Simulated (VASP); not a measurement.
A run of VASP 6.6.1 is set up as follows.

Contents of INCAR:

```
SYSTEM = W
  ALGO = Normal
  EDIFF = 1E-8
  ENCUT = 600
  GGA = CA
  IBRION = 6
  ISIF = 3
  ISMEAR = 1
  LASPH = .TRUE.
  LCHARG = .FALSE.
  LREAL = .FALSE.
  LWAVE = .FALSE.
  NELM = 60
  NFREE = 2
  NSW = 1
  POTIM = 0.015
  PREC = Accurate
  SIGMA = 0.2
```

File KPOINTS:

```
k-points
0
G
  8 8 8
  0 0 0
```

Contents of POSCAR:

```
W
1.0
   -0.0081620000      2.0071130000      2.0121910000
    2.0750340000      0.0068860000      1.9971440000
    2.0847860000      2.0018180000     -0.0028660000
W
1
Direct
    0.0519470000     -0.0191520000     -0.0166250000
```

Potentials or basis: VASP PAW LDA potentials, release 64 (W_sv).

Launch:

```bash
$ cat potpaw_LDA.64/W_sv/POTCAR > POTCAR
$ mpirun -np 1 vasp_std > vasp.out
```

(1) Estimate the Voigt bulk modulus.

## Answers

(1) 264 GPa.

Caveat: the cell differs from its parent crystal (the cell strained at random); the cell is under stress, which shifts elastic constants; the elastic tensor has a negative eigenvalue, so either the cell is unstable as it stands or the mesh is too thin.
